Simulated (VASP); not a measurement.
Runs of VASP 6.6.1 on WSe2. The structure is that of space group P-6m2 (No. 187), or close to it. The cells are those of the table. 

```csv
cell,gap on the mesh (eV),largest force (eV/Å)
"a = 3.314, b = 3.314, c = 16.159 Å, angles 90.0, 90.0, 120.0°, 3 atoms",1.53,1.03
"a = 3.314, b = 3.314, c = 16.409 Å, angles 90.0, 90.0, 120.0°, 3 atoms",(a),0.52
"a = 3.364, b = 3.364, c = 16.159 Å, angles 90.0, 90.0, 120.0°, 3 atoms",(b),0.66
"a = 3.265, b = 3.265, c = 17.158 Å, angles 90.0, 90.0, 120.0°, 3 atoms",1.71,0.52
"a = 3.265, b = 3.265, c = 16.659 Å, angles 90.0, 90.0, 120.0°, 3 atoms",1.81,0.39
```

Alike in all rows: task single point; level r2SCAN; potentials or basis VASP PAW PBE potentials, release 64 (W_sv, Se); no spin polarisation; k mesh 12 × 12 × 2; cutoff (eV) 520; smearing gaussian 0.05 eV.

Problem. Fill in the values left out.

Solution. (a) 1.59; (b) 1.34.

Caveats: the PAW data sets were made with another functional, which shifts forces and pressure a little; spin-orbit coupling is left out, which moves the levels of the heavy elements.

A k mesh can miss the band edges, and the runs leave out spin-orbit coupling on Se, W.
